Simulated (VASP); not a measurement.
# O (Fmmm) in VASP: a series of runs, part 3 of 3

VASP 6.6.1. The steps go on from the part before.

## Step 5: Electric field gradients, PBE

The input, INCAR:

```
PREC = Accurate
ENCUT = 520
EDIFF = 1E-8
ISMEAR = -1
SIGMA = 0.03
LREAL = F
LASPH = T
NELM = 100
ALGO = Normal
ISIF = 2
LWAVE = F
LCHARG = F
GGA = PE
LEFG = T
NBANDS = 13
```

The input, KPOINTS:

```
Automatic mesh
0
Gamma
  6 6 6
```

The input, POSCAR:

```
O
1.0
    0.0000000000      2.1075500000      3.3448500000
    1.4783500000      0.0000000000      3.3448500000
    1.4783500000      2.1075500000      0.0000000000
O
2
Direct
    0.0871000000      0.0871000000      0.9129000000
    0.9129000000      0.9129000000      0.0871000000
```

Potentials or basis: VASP PAW PBE potentials, release 64 (O).

The run is started by

```bash
cat potpaw_PBE.64/O/POTCAR > POTCAR
mpirun -np 1 vasp_std > vasp.out
```

OUTCAR:

```text
PREC = Accurate
   ENCUT = 520
   EDIFF = 1E-8
   ISMEAR = -1
   LREAL = F
   LASPH = T
   NELM = 100
   ISIF = 2
   GGA = PE

 ion  position               nearest neighbor table
   1  0.087  0.087  0.913-   2 1.17
   2  0.913  0.913  0.087-   1 1.17

  LATTYP: Found a face centered orthorhombic cell.
 ALAT       =     2.9567000000
 B/A-ratio  =     1.4256096324
 C/A-ratio  =     2.2625562282

  Lattice vectors:

 A1 = (   0.0000000000,   2.1075500000,   3.3448500000)
 A2 = (   1.4783500000,   0.0000000000,   3.3448500000)
 A3 = (   1.4783500000,   2.1075500000,   0.0000000000)

Analysis of symmetry for initial positions (statically):
=====================================================================
 Subroutine PRICEL returns:
 Original cell was already a primitive cell.

 Routine SETGRP: Setting up the symmetry group for a
 face centered orthorhombic supercell.

 Subroutine GETGRP returns: Found  8 space group operations
 (whereof  8 operations were pure point group operations)
 out of a pool of  8 trial point group operations.

The static configuration has the point symmetry D_2h.

Analysis of symmetry for dynamics (positions and initial velocities):
=====================================================================
 Subroutine PRICEL returns:
 Original cell was already a primitive cell.

 Routine SETGRP: Setting up the symmetry group for a
 face centered orthorhombic supercell.

 Subroutine GETGRP returns: Found  8 space group operations
 (whereof  8 operations were pure point group operations)
 out of a pool of  8 trial point group operations.

The dynamic configuration has the point symmetry D_2h.

 Subroutine INISYM returns: Found  8 space group operations
 (whereof  8 operations are pure point group operations),
 and found     1 'primitive' translations

----------------------------------------------------------------------------------------

                                     Primitive cell

  volume of cell :      20.8431

  direct lattice vectors                    reciprocal lattice vectors
     0.000000000  2.107550000  3.344850000    -0.338214902  0.237242296  0.149483534
     1.478350000  0.000000000  3.344850000     0.338214902 -0.237242296  0.149483534
     1.478350000  2.107550000  0.000000000     0.338214902  0.237242296 -0.149483534

  length of vectors
     3.953452735  3.656985131  2.574351515     0.439338769  0.439338769  0.439338769

  position of ions in fractional coordinates (direct lattice)
     0.087100000  0.087100000  0.912900000
     0.912900000  0.912900000  0.087100000

  ion indices of the primitive-cell ions
   primitive index   ion index
                 1           1
                 2           2

----------------------------------------------------------------------------------------

 KPOINTS: Automatic mesh

Automatic generation of k-mesh.
 Grid dimensions read from file:
[... 71 lines left out ...]
   ISIF   =      2    stress and relaxation
   ISYM   =      2    0-nonsym 1-usesym 2-fastsym
   POTIM  = 0.5000    time-step for ionic-motion
   TEBEG  =    0.0;   TEEND  =   0.0 temperature during run
   PSTRESS=    0.0 pullay stress
   NELECT =      12.0000    total number of electrons
   NUPDOWN=      -1.0000    fix difference up-down
   EMIN   =  10.00;   EMAX   =-10.00  energy-range for DOS
   EFERMI =   0.00;   METHOD = LEGACY
   ISMEAR =    -1;   SIGMA  =   0.03  broadening in eV -4-tet -1-fermi 0-gaus
   EFERMI_NEDOS =   21; number of points for ismear=-14 and -15
   IALGO  =     38    algorithm
   IMIX   =      4    mixing-type and parameters
     AMIX     =   0.40;   BMIX     =  1.00
     AMIX_MAG =   1.60;   BMIX_MAG =  1.00
  volume/ion in A,a.u.               =      10.42        70.33
  Fermi-wavevector in a.u.,A,eV,Ry     =   1.361909  2.573634 25.236021  1.854795
  Thomas-Fermi vector in A             =   2.488444
   LORBIT       =      0    0 simple, 1 ext, 2 COOP (PROOUT), +10 PAW based schemes
   GGA     = PE    functional components
[... 5 lines left out ...]
 non-spin polarized calculation
  energy-cutoff  :      520.00
  volume of cell :       20.84
 maximum number of plane-waves:       582
 NGX is ok and might be reduce to    30
   NGX = 15   NGY = 13   NGZ =  9

 number of electron      12.0000001 magnetization

 Free energy of the ion-electron system (eV)
  ---------------------------------------------------
  ext. energy  EPLUGINS =         0.00000000
  ---------------------------------------------------
  free energy    TOTEN  =        -9.32654040 eV

  energy without entropy =       -9.32257174  energy(sigma->0) =       -9.32455607

 E-fermi :   1.5591     XC(G=0):  -9.9050

 val. band max:        1.4578695362   @ k =   0.3333   0.5000   0.1667
 cond. band min:       1.5936945066   @ k =  -0.1667   0.3333   0.5000
 fundamental gap:      0.1358249705
 Fermi energy:         1.5590746744

 k-point     1 :       0.0000    0.0000    0.0000
  band No.  band energies     occupation
      1     -27.4017      2.00000
      2     -12.5526      2.00000
      3      -8.2019      2.00000
      4      -5.1615      2.00000
      5      -4.8741      2.00000
      6       2.0486      0.00000
      7       2.5837      0.00000
      8      10.8566      0.00000
      9      13.6209      0.00000
     10      16.9042      0.00000
     11      21.2671      0.00000
     12      22.2302      0.00000
     13      26.5792      0.00000
[... 354 lines left out ...]
  band No.  band energies     occupation
      1     -27.1571      2.00000
      2     -13.4038      2.00000
      3      -6.5465      2.00000
      4      -5.6403      2.00000
      5      -5.3366      2.00000
      6       1.8816      0.00004
      7       2.2287      0.00000
      8      10.7748      0.00000
      9      12.6455      0.00000
     10      16.4699      0.00000
     11      21.5995      0.00000
     12      22.1273      0.00000
     13      26.2339      0.00000

 [... further k-points ...]
[... 5 lines left out ...]
  --------------------------------------------------------------------------------------
  -------------------------------------------------------------------------------------
  Total       -0.1344402     -0.9202136      8.0920009      0.0000000      0.0000000      0.0000000
  in kB      -10.3342230    -70.7355010    622.0205208      0.0000000      0.0000000      0.0000000
  external PRESSURE =     180.3169323 kB  Pullay stress =       0.0000000 kB

 VOLUME and BASIS-vectors are now :
 -----------------------------------------------------------------------------
  energy-cutoff  :      520.00
  volume of cell :       20.84
      direct lattice vectors                 reciprocal lattice vectors
     0.000000000  2.107550000  3.344850000    -0.338214902  0.237242296  0.149483534
     1.478350000  0.000000000  3.344850000     0.338214902 -0.237242296  0.149483534
     1.478350000  2.107550000  0.000000000     0.338214902  0.237242296 -0.149483534

 POSITION                                       TOTAL-FORCE (eV/Angst)
 -----------------------------------------------------------------------------------
      1.47835      2.10755      0.58267         0.000000      0.000000      5.743331
      1.47835      2.10755      6.10703         0.000000      0.000000     -5.743331
 -----------------------------------------------------------------------------------
    total drift:                                0.000000      0.000000      0.000000

  FREE ENERGIE OF THE ION-ELECTRON SYSTEM (eV)
  ---------------------------------------------------
  free  energy   TOTEN  =        -9.3265403974 eV

  energy  without entropy=       -9.3225717449  energy(sigma->0) =       -9.32455607

 Electric field gradients (V/A^2)
---------------------------------------------------------------------
 ion       V_xx      V_yy      V_zz      V_xy      V_xz      V_yz
---------------------------------------------------------------------
   1     -72.483   -40.948   113.430    -0.000     0.003     0.002
   2     -72.483   -40.948   113.430    -0.000     0.003     0.002
---------------------------------------------------------------------

 Electric field gradients after diagonalization (V/A^2)
 (convention: |V_zz| > |V_xx| > |V_yy|)
----------------------------------------------------------------------
 ion       V_xx      V_yy      V_zz     asymmetry (V_yy - V_xx)/ V_zz
----------------------------------------------------------------------
   1     -72.483   -40.948   113.430       0.278
   2     -72.483   -40.948   113.430       0.278
----------------------------------------------------------------------

           NMR quadrupolar parameters

 Cq : quadrupolar parameter    Cq=e*Q*V_zz/h
 eta: asymmetry parameters     (V_yy - V_xx)/ V_zz
 Q  : nuclear electric quadrupole moment in mb (millibarn)
----------------------------------------------------------------------
 ion       Cq(MHz)       eta       Q (mb)
----------------------------------------------------------------------
   1       0.274       0.278       1.000
   2       0.274       0.278       1.000
----------------------------------------------------------------------
```

OSZICAR:

```text
N       E                     dE             d eps       ncg     rms          rms(c)
DAV:   1     0.392786625166E+02    0.39279E+02   -0.66220E+03  1204   0.871E+02
DAV:   2    -0.837561669635E+01   -0.47654E+02   -0.45832E+02  1501   0.192E+02
DAV:   3    -0.967204963938E+01   -0.12964E+01   -0.12757E+01  1341   0.284E+01
DAV:   4    -0.967543717570E+01   -0.33875E-02   -0.33874E-02  1376   0.176E+00
DAV:   5    -0.967544877458E+01   -0.11599E-04   -0.11599E-04  1346   0.961E-02    0.473E+00
DAV:   6    -0.938704158051E+01    0.28841E+00   -0.25785E-01  1326   0.465E+00    0.246E+00
DAV:   7    -0.932388590795E+01    0.63156E-01   -0.23021E-01  1391   0.427E+00    0.505E-01
DAV:   8    -0.932650181682E+01   -0.26159E-02   -0.14890E-02  1216   0.107E+00    0.821E-02
DAV:   9    -0.932653486187E+01   -0.33045E-04   -0.24334E-04  1401   0.140E-01    0.303E-02
DAV:  10    -0.932654369892E+01   -0.88371E-05   -0.28978E-05  1226   0.545E-02    0.663E-03
DAV:  11    -0.932654156591E+01    0.21330E-05   -0.44987E-06  1321   0.186E-02    0.400E-03
DAV:  12    -0.932654064342E+01    0.92249E-06   -0.58308E-07  1336   0.701E-03    0.718E-04
DAV:  13    -0.932654038333E+01    0.26009E-06   -0.55816E-08  1246   0.216E-03    0.172E-04
DAV:  14    -0.932654040430E+01   -0.20966E-07   -0.50864E-10   743   0.236E-04    0.421E-05
DAV:  15    -0.932654039738E+01    0.69145E-08   -0.12347E-10   628   0.116E-04
   1 F= -.93265404E+01 E0= -.93245561E+01  d E =-.396865E-02
```

stdout:

```text
POSCAR found type information on POSCAR O
 POSCAR found :  1 types and       2 ions
 scaLAPACK will be used
 LDA part: xc-table for (Slater+PW92), standard interpolation
 POSCAR, INCAR and KPOINTS ok, starting setup
 FFT: planning ... GRIDC
 FFT: planning ... GRID_SOFT
 FFT: planning ... GRID
 WAVECAR not read
 entering main loop
ion   1

ion   2
```

Wall time 9.2 s (1 thread of Intel Xeon Platinum 8488C (Sapphire Rapids), shared host); peak memory 0.14 GiB.

Results:

* Free energy: -9.3265 eV
* Pressure: 18.0 GPa
* Largest force: 5.743 eV/Å
* Band gap on the k mesh: zero (band 6 reaches 2.59 eV, above the bottom of band 7 at 0.92 eV)

Forces on the atoms (eV/Å):
```
O    0.000  0.000  5.743
O    0.000  0.000 -5.743
```

Stress tensor (GPa, compression positive):
```
-1.03  0.00  0.00
 0.00 -7.07  0.00
 0.00  0.00 62.20
```

Electric field gradients, principal values (V/Å²):
| atom | least | middle | greatest (by size) |
| --- | --- | --- | --- |
| 1 O | -40.948 | -72.483 | 113.430 |
| 2 O | -40.948 | -72.483 | 113.430 |

Caveat: the k points lie up to 0.46 Å⁻¹ apart; the standard files for N, O and F lose accuracy on very short bonds; spin is off for a triplet molecule; without QUAD_EFG the Cq values of the log hold for a quadrupole moment of 1 mb, not for the nuclei; forces of over 1 eV/Å act on the atoms, so gaps and moduli don't describe the material at rest.

## Step 6: Summary

```tsv
k mesh	gap on the mesh (eV)	pressure (GPa)	largest force (eV/Å)
12 × 12 × 12	none	18.2	5.74
4 × 4 × 4	none	19.5	5.75
6 × 6 × 6	none	18.0	5.74
```

Alike in all rows: task electric field gradients; level PBE; potentials or basis VASP PAW PBE potentials, release 64 (O); no spin polarisation; cell as given; cutoff (eV) 520; smearing fermi-dirac 0.03 eV.

Caveats: some runs use coarse meshes; the standard files for N, O and F lose accuracy on very short bonds; spin is off for a triplet molecule; forces of over 1 eV/Å act on the atoms, so gaps and moduli don't describe the material at rest.

Total energies depend on the potentials used, so only differences within one code and one set of settings carry meaning.
